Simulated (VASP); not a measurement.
Input of a VASP 6.6.1 run:

INCAR

```
PREC = Accurate
ENCUT = 520
EDIFF = 1E-6
ISMEAR = 0
SIGMA = 0.1
LREAL = F
LASPH = T
NELM = 100
ALGO = Normal
ISIF = 2
LWAVE = F
LCHARG = F
GGA = PE
NBANDS = 32
```

The input KPOINTS:

```
Automatic mesh
0
Gamma
  4 4 2
```

POSCAR

```
CdSb2O4
1.0
    0.0000000000     -3.4145816677      0.0000000000
   -5.5974704763      1.7072908339      0.0050209794
    2.6896680955      0.0000000000     -6.2728328419
Cd Sb O
1 2 4
Direct
    1.0000000000      1.0000000000      0.5000000000
    0.2166921142      0.4333842284      0.2357938248
    0.7833078858      0.5666157716      0.7642061752
    0.1878846906      0.3757693812      0.8181200698
    0.6375706091      0.2751412182      0.4722527971
    0.8121153094      0.6242306188      0.1818799302
    0.3624293909      0.7248587818      0.5277472029
```

Potentials or basis: VASP PAW PBE potentials, release 64 (Cd, Sb, O).

Launch:

```bash
$ cat potpaw_PBE.64/Cd/POTCAR potpaw_PBE.64/Sb/POTCAR potpaw_PBE.64/O/POTCAR > POTCAR
$ mpirun -np 1 vasp_std > vasp.out
```

Q: Estimate the largest force.

A: 0.048 eV/Å.

Q: Predict the pressure.

A: 0.0 GPa.

Q: What does it give for the band gap on the k mesh?

A: 2.07 eV.

Stress tensor (GPa, compression positive):
```
 0.18  0.00  0.19
 0.00 -0.08  0.00
 0.19  0.00  0.02
```

Caveat: the k points lie up to 0.48 Å⁻¹ apart; spin-orbit coupling is left out, which moves the levels of the heavy elements. A k mesh can miss the band edges.
